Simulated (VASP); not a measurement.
# BaTiO3 (P4mm) in VASP: a series of runs

The runs below take BaTiO3 through single point, with PBE.

All numbers are computed with VASP 6.6.1; they aren't measurements. Logs are shortened: lines on timing, memory, paths and dates and some standing lists are left out, and cuts for length are marked.

### Step 1. The cell of the first run

The structure is tetragonal, space group P4mm (No. 99). The conventional cell has a = 4.105 Å, b = 4.105 Å, c = 4.032 Å, α = 90.00°, β = 90.00°, γ = 90.00°. Within 3.7 Å of Ba (site symmetry 4mm) lie 12 O at 2.82 to 2.93 Å and 8 Ti at 3.50 to 3.57 Å. Ti (site symmetry 4mm) has 6 O at 1.83 to 2.21 Å within 2.4 Å. O (site symmetry 2mm) has 2 Ti at 2.06 Å within 2.7 Å. O (site symmetry 4mm) has 2 Ti at 1.83 to 2.21 Å within 2.4 Å.

### Step 2. Single point, PBE (biaxial strain in the a-b plane: +3.0 %, then relaxed in part)

File INCAR:

```
SYSTEM = BaTiO3
PREC     = Accurate       ! precision mode
ENCUT    = 520            ! plane-wave cutoff, eV
EDIFF    = 1E-7           ! SCF threshold, eV
ISMEAR   = 0              ! smearing method
SIGMA    = 0.02           ! smearing width, eV
LREAL    = .FALSE.        ! projectors in reciprocal space
LASPH    = .TRUE.         ! aspherical terms in the spheres
NELM     = 80             ! most SCF steps
ALGO     = Normal         ! electronic algorithm
ISIF     = 2              ! what is computed and relaxed
LWAVE    = .FALSE.        ! write WAVECAR
LCHARG   = .TRUE.         ! write CHGCAR
GGA      = PE             ! functional
LELF     = .TRUE.         ! ELF
LVHAR    = .TRUE.       
NBANDS   = 28             ! bands
```

File KPOINTS:

```
Automatic mesh
0
G
  8 8 6
  0 0 0
```

File POSCAR:

```
BaTiO3
1.0
    4.1050132879      0.0000000000      0.0000000000
    0.0000000000      4.1050132879      0.0000000000
    0.0000000000      0.0000000000      4.0320425224
Ba Ti O
1 1 3
Direct
    0.5000000000      0.5000000000      0.5829917608
    0.0000000000      0.0000000000      0.0979443936
    0.0000000000      0.5000000000      0.0640753051
    0.5000000000      0.0000000000      0.0640753051
    0.0000000000      0.0000000000      0.5509102253
```

Potentials or basis: VASP PAW PBE potentials, release 64 (Ba_sv, Ti_sv, O).

Started as:

```console
$ cat potpaw_PBE.64/Ba_sv/POTCAR potpaw_PBE.64/Ti_sv/POTCAR potpaw_PBE.64/O/POTCAR > POTCAR
$ mpirun -np 1 vasp_std > vasp.out
```

OUTCAR:

```text
SYSTEM = BaTiO3
   PREC = Accurate
   ENCUT = 520
   EDIFF = 1E-7
   ISMEAR = 0
   LREAL = .FALSE.
   LASPH = .TRUE.
   NELM = 80
   ISIF = 2
   GGA = PE

 ion  position               nearest neighbor table
   1  0.500  0.500  0.583-   3 2.82   4 2.82   4 2.82   3 2.82   5 2.91   5 2.91   5 2.91   5 2.91
                             3 2.93   4 2.93   3 2.93   4 2.93   2 3.50   2 3.50   2 3.50   2 3.50
   2  0.000  0.000  0.098-   5 1.83   4 2.06   3 2.06   3 2.06   4 2.06   5 2.21   1 3.50   1 3.50
                             1 3.50   1 3.50   1 3.57   1 3.57   1 3.57   1 3.57
   3  0.000  0.500  0.064-   2 2.06   2 2.06   1 2.82   1 2.82   1 2.93   1 2.93
   4  0.500  0.000  0.064-   2 2.06   2 2.06   1 2.82   1 2.82   1 2.93   1 2.93
   5  0.000  0.000  0.551-   2 1.83   2 2.21   1 2.91   1 2.91   1 2.91   1 2.91

  LATTYP: Found a simple tetragonal cell.
 ALAT       =     4.1050132879
 C/A-ratio  =     0.9822239880

  Lattice vectors:

 A1 = (   4.1050132879,   0.0000000000,   0.0000000000)
 A2 = (   0.0000000000,   4.1050132879,   0.0000000000)
 A3 = (   0.0000000000,   0.0000000000,   4.0320425224)

Analysis of symmetry for initial positions (statically):
=====================================================================
 Subroutine PRICEL returns:
 Original cell was already a primitive cell.

 Routine SETGRP: Setting up the symmetry group for a
 simple tetragonal supercell.

 Subroutine GETGRP returns: Found  8 space group operations
 (whereof  8 operations were pure point group operations)
 out of a pool of 16 trial point group operations.

The static configuration has the point symmetry C_4v.

Analysis of symmetry for dynamics (positions and initial velocities):
=====================================================================
 Subroutine PRICEL returns:
 Original cell was already a primitive cell.

 Routine SETGRP: Setting up the symmetry group for a
 simple tetragonal supercell.

 Subroutine GETGRP returns: Found  8 space group operations
 (whereof  8 operations were pure point group operations)
 out of a pool of 16 trial point group operations.

The dynamic configuration has the point symmetry C_4v.

 Subroutine INISYM returns: Found  8 space group operations
 (whereof  8 operations are pure point group operations),
 and found     1 'primitive' translations

----------------------------------------------------------------------------------------

                                     Primitive cell

  volume of cell :      67.9445
[... 92 lines left out ...]
   LASPH  =      T    aspherical Exc in radial PAW
   ENCUT  =  520.0 eV  38.22 Ry    6.18 a.u.   7.63  7.63  7.50*2*pi/ulx,y,z
   NELM   =     80;   NELMIN=  2; NELMDL= -5     # of ELM steps
   EDIFF  = 0.1E-06   stopping-criterion for ELM
   LREAL  =      F    real-space projection
   EDIFFG = 0.1E-05   stopping-criterion for IOM
   NSW    =      0    number of steps for IOM
   IBRION =     -1    ionic relax: 0-MD 1-quasi-New 2-CG
   NFREE  =      0    steps in history (QN), initial steepest desc. (CG)
   ISIF   =      2    stress and relaxation
   ISYM   =      2    0-nonsym 1-usesym 2-fastsym
   POTIM  = 0.5000    time-step for ionic-motion
   TEBEG  =    0.0;   TEEND  =   0.0 temperature during run
   PSTRESS=    0.0 pullay stress
   NELECT =      40.0000    total number of electrons
   NUPDOWN=      -1.0000    fix difference up-down
   EMIN   =  10.00;   EMAX   =-10.00  energy-range for DOS
   EFERMI =   0.00;   METHOD = LEGACY
   ISMEAR =     0;   SIGMA  =   0.02  broadening in eV -4-tet -1-fermi 0-gaus
   EFERMI_NEDOS =   21; number of points for ismear=-14 and -15
   IALGO  =     38    algorithm
   IMIX   =      4    mixing-type and parameters
     AMIX     =   0.40;   BMIX     =  1.00
     AMIX_MAG =   1.60;   BMIX_MAG =  1.00
  volume/ion in A,a.u.               =      13.59        91.70
  Fermi-wavevector in a.u.,A,eV,Ry     =   1.372072  2.592839 25.614059  1.882580
  Thomas-Fermi vector in A             =   2.497711
   LORBIT       =      0    0 simple, 1 ext, 2 COOP (PROOUT), +10 PAW based schemes
   GGA     = PE    functional components
   LHFCALC =     F    Hartree Fock is set to
   AEXX    =    0.0000 exact exchange contribution
   IVDW    =     0    specifies the selected vdW correction
   LEPSILON=     F    determine dielectric tensor
   LRPA    =     F    only Hartree local field effects (RPA)
 non-spin polarized calculation
 Gauss-broadening in eV      SIGMA  =   0.02
  energy-cutoff  :      520.00
  volume of cell :       67.94
 maximum number of plane-waves:      1845
 NGX is ok and might be reduce to    32
   NGX = 15   NGY = 15   NGZ = 15

 number of electron      40.0000013 magnetization

 Free energy of the ion-electron system (eV)
  ---------------------------------------------------
  ext. energy  EPLUGINS =         0.00000000
  ---------------------------------------------------
  free energy    TOTEN  =       -39.97350003 eV

  energy without entropy =      -39.97350003  energy(sigma->0) =      -39.97350003

 E-fermi :   3.6797     XC(G=0): -10.9440

 val. band max:        3.4481364259   @ k =   0.5000   0.5000   0.5000
 cond. band min:       5.1510535142   @ k =   0.0000   0.0000   0.0000
 fundamental gap:      1.7029170882
 Fermi energy:         3.6796654523

 k-point     1 :       0.0000    0.0000    0.0000
  band No.  band energies     occupation
      1     -53.2801      2.00000
      2     -29.5541      2.00000
      3     -29.4634      2.00000
      4     -29.4634      2.00000
      5     -21.5849      2.00000
      6     -13.4221      2.00000
[... 733 lines left out ...]
     27      11.0722      0.00000
     28      11.9479      0.00000

 [... further k-points ...]
[... 5 lines left out ...]
  --------------------------------------------------------------------------------------
  -------------------------------------------------------------------------------------
  Total       -2.2975532     -2.2975532      0.7010491      0.0000000     -0.0000000      0.0000000
  in kB      -54.1778685    -54.1778685     16.5312154      0.0000000     -0.0000000      0.0000000
  external PRESSURE =     -30.6081739 kB  Pullay stress =       0.0000000 kB

 VOLUME and BASIS-vectors are now :
 -----------------------------------------------------------------------------
  energy-cutoff  :      520.00
  volume of cell :       67.94
      direct lattice vectors                 reciprocal lattice vectors
     4.105013288  0.000000000  0.000000000     0.243604571  0.000000000  0.000000000
     0.000000000  4.105013288  0.000000000     0.000000000  0.243604571  0.000000000
     0.000000000  0.000000000  4.032042522     0.000000000  0.000000000  0.248013257

 POSITION                                       TOTAL-FORCE (eV/Angst)
 -----------------------------------------------------------------------------------
      2.05251      2.05251      2.35065         0.000000      0.000000     -0.030458
      0.00000      0.00000      0.39492         0.000000     -0.000000     -0.079051
      0.00000      2.05251      0.25835         0.000000      0.000000      0.015386
      2.05251      0.00000      0.25835         0.000000     -0.000000      0.015386
      0.00000      0.00000      2.22129         0.000000     -0.000000      0.078739
 -----------------------------------------------------------------------------------
    total drift:                                0.000000     -0.000000     -0.000604

  FREE ENERGIE OF THE ION-ELECTRON SYSTEM (eV)
  ---------------------------------------------------
  free  energy   TOTEN  =       -39.9735000332 eV

  energy  without entropy=      -39.9735000332  energy(sigma->0) =      -39.97350003
```

Wall time 3.7 min (1 thread of AMD EPYC, shared host); peak memory 0.22 GiB.

Results:

| Quantity | Value |
| --- | --- |
| Free energy | -39.9735 eV |
| Pressure | -3.1 GPa |
| Largest force | 0.079 eV/Å |
| Band gap on the k mesh | 1.70 eV, indirect (least direct gap 2.08 eV) |

Forces in eV/Å, atoms in the order of the input:
```
Ba   0.000  0.000 -0.030
Ti   0.000  0.000 -0.079
O    0.000  0.000  0.015
O    0.000  0.000  0.015
O    0.000  0.000  0.079
```

Stress tensor (GPa, compression positive):
```
-5.42  0.00  0.00
 0.00 -5.42  0.00
 0.00  0.00  1.65
```

Caveat: the cell differs from its parent crystal (biaxial strain in the a-b plane: +3.0 %, then relaxed in part); spin-orbit coupling is left out, which moves the levels of the heavy elements. A k mesh can miss the band edges.

### Step 3. Single point, PBE (biaxial strain in the a-b plane: +1.5 %)

File INCAR:

```
PREC     = Accurate       # precision mode
ENCUT    = 520            # plane-wave cutoff, eV
EDIFF    = 1E-7           # SCF threshold, eV
ISMEAR   = 0              # smearing method
SIGMA    = 0.02           # smearing width, eV
LREAL    = F              # projectors in reciprocal space
LASPH    = T              # aspherical terms in the spheres
NELM     = 60             # most SCF steps
ALGO     = Normal         # electronic algorithm
ISIF     = 2              # what is computed and relaxed
LWAVE    = F              # write WAVECAR
LCHARG   = F              # write CHGCAR
GGA      = PE             # functional
NBANDS   = 28             # bands
```

File KPOINTS:

```
Automatic mesh
0
Gamma
  8 8 6
```

File POSCAR:

```
BaTiO3
1.0
    4.0452315410      0.0000000000      0.0000000000
    0.0000000000      4.0452315410      0.0000000000
    0.0000000000      0.0000000000      4.1626783083
Ba Ti O
1 1 3
Direct
    0.5000000000      0.5000000000      0.5912757181
    0.0000000000      0.0000000000      0.1084227154
    0.0000000000      0.5000000000      0.0602445495
    0.5000000000      0.0000000000      0.0602445495
    0.0000000000      0.0000000000      0.5398094574
```

Potentials or basis: VASP PAW PBE potentials, release 64 (Ba_sv, Ti_sv, O).

Started as:

```console
$ cat potpaw_PBE.64/Ba_sv/POTCAR potpaw_PBE.64/Ti_sv/POTCAR potpaw_PBE.64/O/POTCAR > POTCAR
$ mpirun -np 1 vasp_std > vasp.out
```

It took 3.5 min on 1 thread of AMD EPYC, shared host; peak memory 0.22 GiB.

Results (log left out):

* Free energy: -40.0270 eV
* Pressure: -1.5 GPa
* Largest force: 0.293 eV/Å
* Band gap on the k mesh: 1.76 eV, indirect (least direct gap 2.28 eV)

Forces in eV/Å, atoms in the order of the input:
```
Ba   0.000  0.000 -0.049
Ti   0.000  0.000 -0.293
O    0.000  0.000  0.052
O    0.000  0.000  0.052
O    0.000  0.000  0.237
```

Stress tensor (GPa, compression positive):
```
-2.91  0.00  0.00
 0.00 -2.91  0.00
 0.00  0.00  1.22
```

Levels at points of the mesh, in eV from the valence-band top:
| k point | band 16 | band 17 | band 18 | band 19 | band 20 | band 21 | band 22 | band 23 | band 24 | band 25 |
| --- | --- | --- | --- | --- | --- | --- | --- | --- | --- | --- |
| (0.00, 0.00, 0.00) | -1.74 | -1.21 | -0.87 | -0.52 | -0.52 | 1.76 | 2.43 | 2.43 | 3.81 | 4.20 |
| (0.50, 0.00, 0.00) | -1.88 | -1.83 | -1.60 | -1.52 | -1.30 | 2.49 | 3.29 | 3.43 | 4.04 | 5.28 |
| (0.50, 0.50, 0.00) | -2.83 | -2.02 | -1.24 | -1.24 | -0.07 | 3.46 | 3.46 | 3.75 | 4.14 | 7.10 |
| (0.00, 0.00, 0.50) | -2.27 | -1.96 | -1.91 | -0.72 | -0.72 | 1.89 | 3.48 | 3.48 | 3.81 | 5.76 |
| (0.50, 0.00, 0.50) | -2.50 | -1.82 | -1.07 | -1.00 | -0.45 | 3.34 | 3.49 | 3.68 | 4.57 | 6.95 |
| (0.50, 0.50, 0.50) | -2.69 | -2.56 | -0.38 | -0.38 | 0.00 | 3.91 | 3.91 | 3.91 | 5.87 | 6.34 |

Caveat: the cell differs from its parent crystal (biaxial strain in the a-b plane: +1.5 %); spin-orbit coupling is left out, which moves the levels of the heavy elements. A k mesh can miss the band edges.
